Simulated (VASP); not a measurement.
LiH: single point with r2SCAN

Crystal: LiH.

```
CELL_PARAMETERS angstrom
0.00000 2.14512 2.14512
2.14512 0.00000 2.14512
2.14512 2.14512 0.00000
ATOMIC_POSITIONS crystal
Li 0.00000 0.00000 0.00000
H 0.25000 0.25000 0.25000
```

* Program: VASP 6.6.1
* Task: single point
* Functional: r2SCAN
* Potentials or basis: VASP PAW PBE potentials, release 64 (Li_sv, H)
* Cutoff: 830 eV
* k mesh: 8 × 8 × 8
* Occupations: tetrahedron
* Spin: no spin polarisation
* Dipole correction: no
* Further INCAR settings: ALGO = Normal; EDIFF = 1e-06; NBANDS = 9

```yaml
Pressure: -0.1 GPa
Band_gap_on_the_k_mesh: 4.78 eV, indirect (least direct gap 5.85 eV)
```

Levels at points of the mesh, in eV from the valence-band top:
```tsv
k point	band 1	band 2	band 3	band 4	band 5
(0.00, 0.00, 0.00)	-44.72	-3.69	14.12	18.85	18.85
(0.50, 0.00, 0.00)	-44.70	-1.06	4.78	16.22	16.22
(0.50, 0.50, 0.00)	-44.69	-0.33	7.84	10.76	11.53
```

Wall time 110 s on 1 thread of Intel Xeon 8259CL, with other jobs on the host, peak memory 0.16 GiB.

Caveat: the PAW data sets were made with another functional, which shifts forces and pressure a little. r2SCAN opens gaps a little over a GGA but as a rule still falls short of measured ones.
